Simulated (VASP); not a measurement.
Set up this calculation in VASP 6.6.1, as the native input.

- Task: single point
- Functional: LDA
- Potentials or basis: VASP PAW LDA potentials, release 64 (Si)
- Cutoff: 520 eV
- k mesh: 15 × 15 × 8
- Occupations: fermi-dirac, width 0.1 eV
- Spin: no spin polarisation
- Dipole correction: no
- Further INCAR settings: ALGO = Normal; EDIFF = 1e-06; NBANDS = 11

The structure of Si lies in POSCAR:

```
Si
1.0
    2.6547784576      0.0000000000      0.0000000000
   -1.3273892288      2.2991055857      0.0000000000
    0.0000000000      0.0000000000      4.5198932311
Si
2
Direct
    0.3333333333      0.6666666667      0.2500000000
    0.6666666667      0.3333333333      0.7500000000
```

The input as run:

INCAR

```
SYSTEM = Si
  PREC = Accurate
  ENCUT = 520
  EDIFF = 1E-6
  ISMEAR = -1
  SIGMA = 0.1
  LREAL = .False.
  LASPH = .True.
  NELM = 60
  ALGO = Normal
  ISIF = 2
  LWAVE = .False.
  LCHARG = .False.
  GGA = CA
  NBANDS = 11
```

KPOINTS

```
Automatic mesh
0
Gamma
  15 15 8
  0 0 0
```

Potentials or basis: VASP PAW LDA potentials, release 64 (Si).

Command:

```console
$ cat potpaw_LDA.64/Si/POTCAR > POTCAR
$ mpirun -np 1 vasp_std > vasp.out
```

Results of the run:

```json
{
  "Pressure": "0.1 GPa",
  "Band gap on the k mesh": "zero (band 4 reaches 19.90 eV, above the bottom of band 5 at 7.05 eV)"
}
```

Run time: 24 s on 1 thread of Intel(R) Xeon(R) Platinum 8375C CPU @ 2.90GHz (Ice Lake), on a shared host, peak memory 0.14 GiB.
